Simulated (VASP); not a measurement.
Rb:

```
Rb
1.0
     0.00000    4.77510    4.77510
     4.77510    0.00000    4.77510
     4.77510    4.77510    0.00000
Rb
2
Direct
  0.87500 0.87500 0.87500
  0.12500 0.12500 0.12500
```

* Program: VASP 6.6.1
* Task: relaxation of cell and atoms
* Functional: PBEsol
* Potentials or basis: VASP PAW PBE potentials, release 64 (Rb_sv)
* Cutoff: 600 eV
* k mesh: 8 × 8 × 8
* Occupations: fermi-dirac, width 0.05 eV
* Spin: no spin polarisation

At the start: pressure 0.3 GPa; volume 108.88 Å³/atom.

Question: How do energy, volume and symmetry change on relaxing?

Answer: Over 6 steps the energy falls by 15.7 meV/atom and the volume is 130.61 Å³/atom (+20.0 %); space group Fd-3m (No. 227, to 0.05 Å).

Step by step:
```tsv
step	energy change (eV)	largest force (eV/Å)	pressure (GPa)	volume (Å³)
1	0.0000	0.0000	0.26	217.76
2	-0.0083	0.0000	0.21	223.36
3	-0.0252	0.0000	0.10	240.72
4	-0.0281	0.0000	-0.06	278.09
5	-0.0313	0.0000	-0.01	263.09
6	-0.0314	0.0000	0.00	261.22
```

Final structure:
```
Rb
1.0
     0.00000    5.07370    5.07370
     5.07370    0.00000    5.07370
     5.07370    5.07370    0.00000
Rb
2
Direct
  0.87500 0.87500 0.87500
  0.12500 0.12500 0.12500
```

Caveat: the volume moved by over 15 % at a fixed basis, so the end points are rough; the PAW data sets were made with another functional, which shifts forces and pressure a little.
